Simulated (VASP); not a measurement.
# NaI (Fm-3m) in VASP: further runs

The runs below take NaI through relaxation of cell and atoms, single point, with PBE.

Everything below comes from runs of VASP 6.6.1. Logs are shortened: lines on timing, memory, paths and dates and some standing lists are left out, and cuts for length are marked.

**1. The cell of the first run**

It takes space group Fm-3m (No. 225, cubic). The conventional cell has a = 6.473 Å, b = 6.473 Å, c = 6.473 Å, α = 90.00°, β = 90.00°, γ = 90.00°. Na (site symmetry m-3m) has 6 I at 3.24 Å within 4.3 Å. I (site symmetry m-3m) has 6 Na at 3.24 Å within 4.3 Å.

**2. Relaxation of cell and atoms, PBE**

Contents of INCAR:

```
SYSTEM = NaI
ALGO     = Normal         ! electronic algorithm
EDIFF    = 1E-7           ! SCF threshold, eV
EDIFFG   = -0.005         ! ionic threshold
ENCUT    = 600            ! plane-wave cutoff, eV
GGA      = PE             ! functional
IBRION   = 2              ! ionic algorithm
ISIF     = 3              ! what is computed and relaxed
ISMEAR   = 0              ! smearing method
LASPH    = .True.         ! aspherical terms in the spheres
LCHARG   = .False.        ! write CHGCAR
LREAL    = .False.        ! projectors in reciprocal space
LWAVE    = .False.        ! write WAVECAR
NELM     = 100            ! most SCF steps
NSW      = 100            ! ionic steps
PREC     = Accurate       ! precision mode
SIGMA    = 0.02           ! smearing width, eV
```

Contents of KPOINTS:

```
k-points
0
Gamma
  6 6 6
  0 0 0
```

Contents of POSCAR:

```
NaI
1.0
    0.0000000000      3.2364000000      3.2364000000
    3.2364000000      0.0000000000      3.2364000000
    3.2364000000      3.2364000000      0.0000000000
Na I
1 1
Direct
    0.0000000000      0.0000000000      0.0000000000
    0.5000000000      0.5000000000      0.5000000000
```

Potentials or basis: VASP PAW PBE potentials, release 64 (Na_pv, I).

Started as:

```
cat potpaw_PBE.64/Na_pv/POTCAR potpaw_PBE.64/I/POTCAR > POTCAR
mpirun -np 1 vasp_std > vasp.out
```

OUTCAR:

```text
SYSTEM = NaI
   EDIFF = 1E-7
   EDIFFG = -0.005
   ENCUT = 600
   GGA = PE
   IBRION = 2
   ISIF = 3
   ISMEAR = 0
   LASPH = .True.
   LREAL = .False.
   NELM = 100
   NSW = 100
   PREC = Accurate

 ion  position               nearest neighbor table
   1  0.000  0.000  0.000-
   2  0.500  0.500  0.500-

  LATTYP: Found a face centered cubic cell.
 ALAT       =     6.4728000000

  Lattice vectors:

 A1 = (   0.0000000000,   3.2364000000,   3.2364000000)
 A2 = (   3.2364000000,   0.0000000000,   3.2364000000)
 A3 = (   3.2364000000,   3.2364000000,   0.0000000000)

Analysis of symmetry for initial positions (statically):
=====================================================================
 Subroutine PRICEL returns:
 Original cell was already a primitive cell.

 Routine SETGRP: Setting up the symmetry group for a
 face centered cubic supercell.

 Subroutine GETGRP returns: Found 48 space group operations
 (whereof 48 operations were pure point group operations)
 out of a pool of 48 trial point group operations.

The static configuration has the point symmetry O_h .

Analysis of symmetry for dynamics (positions and initial velocities):
=====================================================================
 Subroutine PRICEL returns:
 Original cell was already a primitive cell.

 Routine SETGRP: Setting up the symmetry group for a
 face centered cubic supercell.

 Subroutine GETGRP returns: Found 48 space group operations
 (whereof 48 operations were pure point group operations)
 out of a pool of 48 trial point group operations.

The dynamic configuration has the point symmetry O_h .

 Subroutine INISYM returns: Found 48 space group operations
 (whereof 48 operations are pure point group operations),
 and found     1 'primitive' translations

----------------------------------------------------------------------------------------

                                     Primitive cell

  volume of cell :      67.7980

  direct lattice vectors                    reciprocal lattice vectors
     0.000000000  3.236400000  3.236400000    -0.154492646  0.154492646  0.154492646
     3.236400000  0.000000000  3.236400000     0.154492646 -0.154492646  0.154492646
     3.236400000  3.236400000  0.000000000     0.154492646  0.154492646 -0.154492646

  length of vectors
     4.576960773  4.576960773  4.576960773     0.267589113  0.267589113  0.267589113

  position of ions in fractional coordinates (direct lattice)
     0.000000000  0.000000000  0.000000000
     0.500000000  0.500000000  0.500000000

  ion indices of the primitive-cell ions
   primitive index   ion index
                 1           1
                 2           2

----------------------------------------------------------------------------------------

 KPOINTS: k-points

Automatic generation of k-mesh.
 Grid dimensions read from file:
 generate k-points for:    6    6    6

 Generating k-lattice:

  Cartesian coordinates                     Fractional coordinates (reciprocal lattice)
    -0.025748774  0.025748774  0.025748774     0.166666667  0.000000000  0.000000000
     0.025748774 -0.025748774  0.025748774     0.000000000  0.166666667  0.000000000
     0.025748774  0.025748774 -0.025748774     0.000000000  0.000000000  0.166666667

  Length of vectors
     0.044598185  0.044598185  0.044598185

  Shift w.r.t. Gamma in fractional coordinates (k-lattice)
     0.000000000  0.000000000  0.000000000

 Subroutine IBZKPT returns following result:
 ===========================================

 Found     16 irreducible k-points:

 Following reciprocal coordinates:
            Coordinates               Weight
  0.000000  0.000000  0.000000      1.000000
  0.166667  0.000000  0.000000      8.000000
  0.333333  0.000000  0.000000      8.000000
  0.500000  0.000000  0.000000      4.000000
  0.166667  0.166667  0.000000      6.000000
  0.333333  0.166667  0.000000     24.000000
[... 8 lines left out ...]
 -0.333333  0.333333  0.166667     24.000000
 -0.333333  0.500000  0.166667     12.000000
   k-points           NKPTS =     16   k-points in BZ     NKDIM =     16   number of bands    NBANDS=     11
   number of dos      NEDOS =    301   number of ions     NIONS =      2
   total plane-waves  NPLWV =  64000
   dimension x,y,z NGX =    40 NGY =   40 NGZ =   40
   dimension x,y,z NGXF=    80 NGYF=   80 NGZF=   80
   ions per type =               1   1
   NGX,Y,Z   is equivalent  to a cutoff of  14.53, 14.53, 14.53 a.u.
   NGXF,Y,Z  is equivalent  to a cutoff of  29.06, 29.06, 29.06 a.u.
 SYSTEM =  NaI
   PREC   = accura    normal or accurate (medium, high low for compatibility)
   ISTART =      0    job   : 0-new  1-cont  2-samecut
   ICHARG =      2    charge: 1-file 2-atom 10-const
   ISPIN  =      1    spin polarized calculation?
   LNONCOLLINEAR =      F non collinear calculations
   LSORBIT =      F    spin-orbit coupling
   LASPH  =      T    aspherical Exc in radial PAW
   ENCUT  =  600.0 eV  44.10 Ry    6.64 a.u.   9.14  9.14  9.14*2*pi/ulx,y,z
   NELM   =    100;   NELMIN=  2; NELMDL= -5     # of ELM steps
   EDIFF  = 0.1E-06   stopping-criterion for ELM
   LREAL  =      F    real-space projection
   EDIFFG = -.5E-02   stopping-criterion for IOM
   NSW    =    100    number of steps for IOM
   IBRION =      2    ionic relax: 0-MD 1-quasi-New 2-CG
   NFREE  =      1    steps in history (QN), initial steepest desc. (CG)
   ISIF   =      3    stress and relaxation
   ISYM   =      2    0-nonsym 1-usesym 2-fastsym
   POTIM  = 0.5000    time-step for ionic-motion
   TEBEG  =    0.0;   TEEND  =   0.0 temperature during run
   PSTRESS=    0.0 pullay stress
   NELECT =      14.0000    total number of electrons
   NUPDOWN=      -1.0000    fix difference up-down
   EMIN   =  10.00;   EMAX   =-10.00  energy-range for DOS
   EFERMI =   0.00;   METHOD = LEGACY
   ISMEAR =     0;   SIGMA  =   0.02  broadening in eV -4-tet -1-fermi 0-gaus
   EFERMI_NEDOS =   21; number of points for ismear=-14 and -15
   IALGO  =     38    algorithm
   IMIX   =      4    mixing-type and parameters
     AMIX     =   0.40;   BMIX     =  1.00
     AMIX_MAG =   1.60;   BMIX_MAG =  1.00
  volume/ion in A,a.u.               =      33.90       228.76
  Fermi-wavevector in a.u.,A,eV,Ry     =   0.967636  1.828567 12.739397  0.936319
  Thomas-Fermi vector in A             =   2.097538
   LORBIT       =      0    0 simple, 1 ext, 2 COOP (PROOUT), +10 PAW based schemes
   GGA     = PE    functional components
   LHFCALC =     F    Hartree Fock is set to
   AEXX    =    0.0000 exact exchange contribution
   IVDW    =     0    specifies the selected vdW correction
   LEPSILON=     F    determine dielectric tensor
   LRPA    =     F    only Hartree local field effects (RPA)
 conjugate gradient relaxation of ions
 non-spin polarized calculation
 Gauss-broadening in eV      SIGMA  =   0.02
  energy-cutoff  :      600.00
  volume of cell :       67.80
 maximum number of plane-waves:      2285
 NGX is ok and might be reduce to    40
   NGX = 19   NGY = 19   NGZ = 19

--------------------------------------- Ionic step        1  -------------------------------------------

 number of electron      13.9999994 magnetization

 Free energy of the ion-electron system (eV)
  ---------------------------------------------------
  ext. energy  EPLUGINS =         0.00000000
  ---------------------------------------------------
  free energy    TOTEN  =        -5.38495768 eV

  energy without entropy =       -5.38495768  energy(sigma->0) =       -5.38495768

------------------------ aborting loop because EDIFF is reached ----------------------------------------

  FORCE on cell =-STRESS in cart. coord.  units (eV):
  Direction    XX          YY          ZZ          XY          YZ          ZX
  --------------------------------------------------------------------------------------
  -------------------------------------------------------------------------------------
  Total        0.1822154      0.1822154      0.1822154      0.0000000      0.0000000      0.0000000
  in kB        4.3060491      4.3060491      4.3060491      0.0000000      0.0000000      0.0000000
  external PRESSURE =       4.3060491 kB  Pullay stress =       0.0000000 kB

 VOLUME and BASIS-vectors are now :
 -----------------------------------------------------------------------------
  energy-cutoff  :      600.00
  volume of cell :       67.80
      direct lattice vectors                 reciprocal lattice vectors
     0.000000000  3.236400000  3.236400000    -0.154492646  0.154492646  0.154492646
     3.236400000  0.000000000  3.236400000     0.154492646 -0.154492646  0.154492646
     3.236400000  3.236400000  0.000000000     0.154492646  0.154492646 -0.154492646
[... 37 lines left out ...]
 POSITION                                       TOTAL-FORCE (eV/Angst)
 -----------------------------------------------------------------------------------
      0.00000      3.25062      3.25062         0.000000     -0.000000     -0.000000
      3.25062      3.25062      3.25062         0.000000      0.000000      0.000000
 -----------------------------------------------------------------------------------
    total drift:                               -0.000000     -0.000000     -0.000000

  FREE ENERGIE OF THE ION-ELECTRON SYSTEM (eV)
  ---------------------------------------------------
  free  energy   TOTEN  =        -5.3867567694 eV

  energy  without entropy=       -5.3867567694  energy(sigma->0) =       -5.38675677

--------------------------------------- Ionic step        3  -------------------------------------------

 number of electron      13.9999994 magnetization

 Free energy of the ion-electron system (eV)
  ---------------------------------------------------
  ext. energy  EPLUGINS =         0.00000000
  ---------------------------------------------------
  free energy    TOTEN  =        -5.38737646 eV

  energy without entropy =       -5.38737646  energy(sigma->0) =       -5.38737646

 E-fermi :   0.7699     XC(G=0):  -7.5933

 val. band max:        0.6175554328   @ k =   0.0000   0.0000   0.0000
 cond. band min:       4.1862352719   @ k =   0.0000   0.0000   0.0000
 fundamental gap:      3.5686798391
 Fermi energy:         0.7699128980

 k-point     1 :       0.0000    0.0000    0.0000
  band No.  band energies     occupation
      1     -21.8563      2.00000
      2     -21.8563      2.00000
      3     -21.8563      2.00000
      4     -10.3307      2.00000
      5       0.6176      2.00000
      6       0.6176      2.00000
      7       0.6176      2.00000
      8       4.1862      0.00000
      9       8.5454      0.00000
     10       8.5454      0.00000
     11       8.5454      0.00000

 k-point     2 :       0.1667    0.0000    0.0000
  band No.  band energies     occupation
      1     -21.8575      2.00000
      2     -21.8564      2.00000
      3     -21.8564      2.00000
      4     -10.2626      2.00000
      5      -0.0826      2.00000
      6       0.5470      2.00000
      7       0.5470      2.00000
      8       4.9817      0.00000
      9       8.0527      0.00000
     10       8.7216      0.00000
     11       8.7216      0.00000
[... 216 lines left out ...]
 POSITION                                       TOTAL-FORCE (eV/Angst)
 -----------------------------------------------------------------------------------
      0.00000      0.00000      0.00000        -0.000000     -0.000000      0.000000
      3.26648      3.26648      3.26648         0.000000      0.000000     -0.000000
 -----------------------------------------------------------------------------------
    total drift:                                0.000000     -0.000000     -0.000000

  FREE ENERGIE OF THE ION-ELECTRON SYSTEM (eV)
  ---------------------------------------------------
  free  energy   TOTEN  =        -5.3873764573 eV

  energy  without entropy=       -5.3873764573  energy(sigma->0) =       -5.38737646

 reached required accuracy - stopping structural energy minimisation
```

Run time: 28 s. Hardware: 1 thread of Intel Xeon 6975P-C (Granite Rapids), shared host; peak memory 0.23 GiB.

What came out:

| Quantity | Value |
| --- | --- |
| Free energy | -5.3874 eV |
| Relaxed volume | 34.85 Å³/atom |
| Relaxed cell | a = 4.619 Å, b = 4.619 Å, c = 4.619 Å, α = 60.00°, β = 60.00°, γ = 60.00° |
| Space group after relaxing (to 0.05 Å) | Fm-3m (No. 225) |
| Energy gained by relaxing | 1.2 meV/atom |
| Ionic steps | 3 |
| Pressure after relaxing | 0.0 GPa |
| Band gap on the k mesh | 3.57 eV, direct |

The path:
| step | energy change (eV) | largest force (eV/Å) | pressure (GPa) | volume (Å³) |
| --- | --- | --- | --- | --- |
| 1 | 0.0000 | 0.0000 | 0.43 | 67.80 |
| 2 | -0.0018 | 0.0000 | 0.21 | 68.70 |
| 3 | -0.0024 | 0.0000 | -0.01 | 69.71 |

Final structure:
```
CELL_PARAMETERS angstrom
0.00000 3.26648 3.26648
3.26648 0.00000 3.26648
3.26648 3.26648 0.00000
ATOMIC_POSITIONS crystal
Na 0.00000 0.00000 0.00000
I 0.50000 0.50000 0.50000
```

Levels at points of the mesh, in eV from the valence-band top:
| k point | band 4 | band 5 | band 6 | band 7 | band 8 | band 9 | band 10 | band 11 |
| --- | --- | --- | --- | --- | --- | --- | --- | --- |
| (0.00, 0.00, 0.00) | -10.95 | 0.00 | 0.00 | 0.00 | 3.57 | 7.93 | 7.93 | 7.93 |
| (0.50, 0.00, 0.00) | -10.66 | -2.08 | -0.26 | -0.26 | 5.08 | 7.42 | 7.42 | 8.53 |
| (0.50, 0.50, 0.00) | -10.59 | -1.81 | -0.71 | -0.71 | 4.47 | 5.60 | 9.70 | 11.14 |

Caveat: spin-orbit coupling is left out, which moves the levels of the heavy elements.

**3. Single point, PBE**

This run uses another cell than the first one, of 34.78 Å³/atom, 1.026 times its volume.

Contents of INCAR:

```
PREC = Accurate
ENCUT = 520
EDIFF = 1E-6
ISMEAR = 0
SIGMA = 0.02
LREAL = F
LASPH = T
NELM = 60
ALGO = Normal
ISIF = 2
LWAVE = F
LCHARG = F
GGA = PE
NBANDS = 14
```

Contents of KPOINTS:

```
regular mesh
0
Gamma
  6 6 6
```

Contents of POSCAR:

```
NaI
1.0
    0.0000000000      3.2640968622      3.2640968622
    3.2640968622      0.0000000000      3.2640968622
    3.2640968622      3.2640968622      0.0000000000
Na I
1 1
Direct
    0.0000000000      0.0000000000      0.0000000000
    0.5000000000      0.5000000000      0.5000000000
```

Potentials or basis: VASP PAW PBE potentials, release 64 (Na_pv, I).

Started as:

```
cat potpaw_PBE.64/Na_pv/POTCAR potpaw_PBE.64/I/POTCAR > POTCAR
mpirun -np 1 vasp_std > vasp.out
```

Wall time 12 s (1 thread of Intel Xeon Platinum 8259CL at 2.50GHz (Skylake/Cascade Lake), shared host); peak memory 0.2 GiB.

Results (log left out):

```yaml
Free_energy: -5.3874 eV
Pressure: 0.0 GPa
Band_gap_on_the_k_mesh: 3.57 eV, direct
```

Levels at points of the mesh, in eV from the valence-band top:
| k point | band 5 | band 6 | band 7 | band 8 | band 9 | band 10 |
| --- | --- | --- | --- | --- | --- | --- |
| (0.00, 0.00, 0.00) | 0.00 | 0.00 | 0.00 | 3.57 | 7.93 | 7.93 |
| (0.50, 0.00, 0.00) | -2.09 | -0.27 | -0.27 | 5.09 | 7.42 | 7.42 |
| (0.50, 0.50, 0.00) | -1.82 | -0.71 | -0.71 | 4.47 | 5.60 | 9.71 |

Caveat: spin-orbit coupling is left out, which moves the levels of the heavy elements.
